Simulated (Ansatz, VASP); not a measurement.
Two plane-wave programs on LiF

```
Li F
1.0
     0.00000    1.99487    1.99487
     1.99487    0.00000    1.99487
     1.99487    1.99487    0.00000
Li F
1 1
Direct
  0.00000 0.00000 0.00000
  0.50000 0.50000 0.50000
```

Alike in both runs: task single point; functional PBE-based screened hybrid with a share of 0.05 of exact exchange and HFSCREEN = 0.1; k mesh 6 × 6 × 6; no spin polarisation.

|  | VASP | Ansatz |
| --- | --- | --- |
| version | VASP 6.6.1 | Ansatz 0.2.0 |
| potentials or method | VASP PAW PBE potentials, release 64 (Li_sv, F) | plane waves |
| plane-wave cutoff (eV) | 520 | 420 |
| occupations | gaussian, width 0.01 eV | fixed |
| valence electrons in the cell | 10 | 10 |

|  | VASP | Ansatz | Ansatz less VASP |
| --- | --- | --- | --- |
| gap on the k mesh at the Fermi level (eV) | 9.89 | 9.88 | -0.003 |

VASP's potentials were made for PBE, not for PBE-based screened hybrid. Ansatz's warnings: stress exchange threshold loose, stress scf threshold loose.

The k mesh is coarse, so the values compare programs but aren't converged. Noted on VASP's run: the cutoff is under 1.25 times that of the potentials, so the pressure is a little rough.
